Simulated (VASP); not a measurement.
## AlB3P4: single point with PBE

Crystal: AlB3P4.

```
Al B P
1.0
     3.47713    0.00000    0.00000
     0.00000    6.95426    0.00000
     0.00000    0.00000    4.91740
Al B P
1 3 4
Direct
  0.50000 0.00000 0.50000
  0.00000 0.75000 0.00000
  0.50000 0.50000 0.50000
  0.00000 0.25000 0.00000
  0.50000 0.75000 0.75000
  0.00000 0.50000 0.25000
  0.50000 0.25000 0.75000
  0.00000 0.00000 0.25000
```

```
Program             : VASP 6.6.1
Task                : single point
Functional          : PBE
Potentials or basis : VASP PAW PBE potentials, release 64 (Al, B, P)
Cutoff              : 520 eV
k mesh              : 6 × 4 × 4
Occupations         : gaussian, width 0.1 eV
Spin                : no spin polarisation
```

* Pressure: -3.1 GPa
* Largest force: 5.192 eV/Å
* Band gap on the k mesh: 1.09 eV (least direct gap 1.53 eV)

Forces in eV/Å, atoms in the order of the input:
```
Al   0.000  0.000 -0.249
B    0.000 -0.293  0.024
B    0.000  0.000  0.049
B    0.000  0.293  0.024
P    0.000 -3.864  2.635
P    0.000  0.000  0.074
P    0.000  3.864  2.635
P    0.000  0.000 -5.192
```

Stress tensor (GPa, compression positive):
```
-3.01  0.00  0.00
 0.00 -2.91  0.00
 0.00  0.00 -3.51
```

Levels at points of the mesh, in eV from the valence-band top:
| k point | band 14 | band 15 | band 16 | band 17 | band 18 | band 19 |
| --- | --- | --- | --- | --- | --- | --- |
| (0.00, 0.00, 0.00) | -0.16 | -0.01 | 0.00 | 1.53 | 1.63 | 3.08 |
| (0.50, 0.00, 0.00) | -3.12 | -1.70 | -1.39 | 1.09 | 1.48 | 1.60 |
| (0.00, 0.50, 0.00) | -1.73 | -0.47 | -0.26 | 1.99 | 2.23 | 3.45 |
| (0.50, 0.50, 0.00) | -3.22 | -2.98 | -2.96 | 2.28 | 2.37 | 2.99 |
| (0.00, 0.00, 0.50) | -1.41 | -1.40 | -1.16 | 1.73 | 1.89 | 2.14 |
| (0.50, 0.00, 0.50) | -1.47 | -1.35 | -1.25 | 2.11 | 3.14 | 3.87 |
| (0.00, 0.50, 0.50) | -1.88 | -1.86 | -1.38 | 2.90 | 2.90 | 3.16 |
| (0.50, 0.50, 0.50) | -2.42 | -2.41 | -2.29 | 3.42 | 3.58 | 4.07 |

Run time: 3.1 min on 1 thread of AMD EPYC 7R13, on a shared host, peak memory 0.28 GiB.

Caveat: the cell stands under tension; forces of over 1 eV/Å act on the atoms, so gaps and moduli don't describe the material at rest. A k mesh can miss the band edges.
